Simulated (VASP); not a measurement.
**Ge: single point with r2SCAN**

Ge:

```
CELL_PARAMETERS angstrom
5.87346 0.00000 0.00000
4.45564 3.63824 0.00000
1.41782 0.16553 3.63447
ATOMIC_POSITIONS crystal
Ge 0.78187 0.78187 0.21813
Ge 0.21813 0.21813 0.78187
Ge 0.27351 0.72649 0.27351
Ge 0.72649 0.27351 0.72649
```

```json
{"Program": "VASP 6.6.1", "Task": "single point", "Functional": "r2SCAN", "Potentials or basis": "VASP PAW PBE potentials, release 64 (Ge_d)", "Cutoff": "520 eV", "k mesh": "7 × 7 × 7", "Occupations": "fermi-dirac, width 0.1 eV", "Spin": "no spin polarisation"}
```

```
Pressure               : -2.5 GPa
Largest force          : 0.035 eV/Å
Band gap on the k mesh : zero (band 28 reaches 7.32 eV, above the bottom of band 29 at 4.45 eV)
```

Forces on the atoms (eV/Å):
```
Ge   0.031  0.012 -0.013
Ge  -0.031 -0.012  0.013
Ge   0.010 -0.012  0.012
Ge  -0.010  0.012 -0.012
```

Stress tensor (GPa, compression positive):
```
-2.27 -0.09  0.09
-0.09 -2.66 -0.52
 0.09 -0.52 -2.61
```

Levels at points of the mesh, in eV from the Fermi level:
| k point | band 26 | band 27 | band 28 | band 29 | band 30 | band 31 |
| --- | --- | --- | --- | --- | --- | --- |
| (0.00, 0.00, 0.00) | -2.49 | -2.11 | -1.99 | -1.70 | 3.38 | 4.23 |

It took 21 min on 1 thread of AMD EPYC 7R43 64-Core Processor (Zen 3), on a shared host, peak memory 0.3 GiB.

Caveat: the PAW data sets were made with another functional, which shifts forces and pressure a little.
